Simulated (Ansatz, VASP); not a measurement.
# One calculation of Zn4HO4, two programs

File INCAR:

```
SYSTEM = Zn4HO4
PREC = Accurate ; ENCUT = 1000
EDIFF = 1E-6 ; ISMEAR = 0
SIGMA = 0.05 ; LREAL = .FALSE.
LASPH = .TRUE. ; NELM = 120
ALGO = Normal ; ISIF = 2
LWAVE = .FALSE. ; LCHARG = .FALSE.
GGA = PS ; NBANDS = 46
GGA_COMPAT = .FALSE.
```

File KPOINTS:

```
Automatic mesh
0
G
  4 4 8
  0 0 0
```

Contents of POSCAR:

```
Zn4HO4
1.0
    5.5148137916      0.0000000000      0.0000000000
    0.0000000000      5.5148137916      0.0000000000
    0.0000000000      0.0000000000      3.2430062931
Zn O H
4 4 1
Direct
    0.1820657240      0.1820657240      0.5000000000
    0.8179342760      0.8179342760      0.5000000000
    0.6820657240      0.3179342760      0.0000000000
    0.3179342760      0.6820657240      0.0000000000
    0.8180023132      0.1819976868      0.5000000000
    0.1819976868      0.8180023132      0.5000000000
    0.6819976868      0.6819976868      0.0000000000
    0.3180023132      0.3180023132      0.0000000000
    1.0000405349      0.0819976868      0.0000000000
```

Input for Ansatz:

```yaml
crystal:
  lattice:
    - [5.5148137916, 0.0, 0.0]
    - [0.0, 5.5148137916, 0.0]
    - [0.0, 0.0, 3.2430062931]
  atoms:
    - { symbol: Zn, position: [0.182065724, 0.182065724, 0.5] }
    - { symbol: Zn, position: [0.817934276, 0.817934276, 0.5] }
    - { symbol: Zn, position: [0.682065724, 0.317934276, 0.0] }
    - { symbol: Zn, position: [0.317934276, 0.682065724, 0.0] }
    - { symbol: O, position: [0.8180023132, 0.1819976868, 0.5] }
    - { symbol: O, position: [0.1819976868, 0.8180023132, 0.5] }
    - { symbol: O, position: [0.6819976868, 0.6819976868, 0.0] }
    - { symbol: O, position: [0.3180023132, 0.3180023132, 0.0] }
    - { symbol: H, position: [1.0000405349, 0.0819976868, 0.0] }
basis:
  ecutwfc: 420
kpoints:
  mp_grid: { grid: [4, 4, 8] }
hamiltonian:
  xc: pbesol
  pseudopotentials: { kind: paw, azcp: { folder: soft_1 } }
scf:
  occupations: { method: gaussian, width: 0.05 }
output:
  forces: true
  stress: true
  eigenvalues: true
  write_density: true
  write_potential: true
  elf: true
  volumetric_format: npy
```

Alike in both runs: task single point; functional PBEsol; k mesh 4 × 4 × 8; occupations gaussian, width 0.05 eV; no spin polarisation.

|  | VASP | Ansatz |
| --- | --- | --- |
| version | VASP 6.6.1 | Ansatz 0.2.0 |
| potentials or method | VASP PAW PBE potentials, release 64 (Zn, O_h, H_h), cutoff 1000 eV | scalar-relativistic, plane waves, PAW |
| valence electrons in the cell | 73 | 73 |

Ansatz gave:

* gap on the k mesh at the Fermi level (eV): none
* rms of the force components (eV/Å): 0.177

Q: What did VASP give for the same quantities?

A: gap on the k mesh at the Fermi level (eV): none; rms of the force components (eV/Å): 0.181.

VASP's potentials were made for PBE, not for PBEsol, and Ansatz warns of the same on its side. Atom by atom the forces differ by 0.007 eV/Å (rms over components). A gap of «none» marks a metal or a gap that the smearing closes. The functional is the same, so the differences come from potentials, cutoffs and numerics.
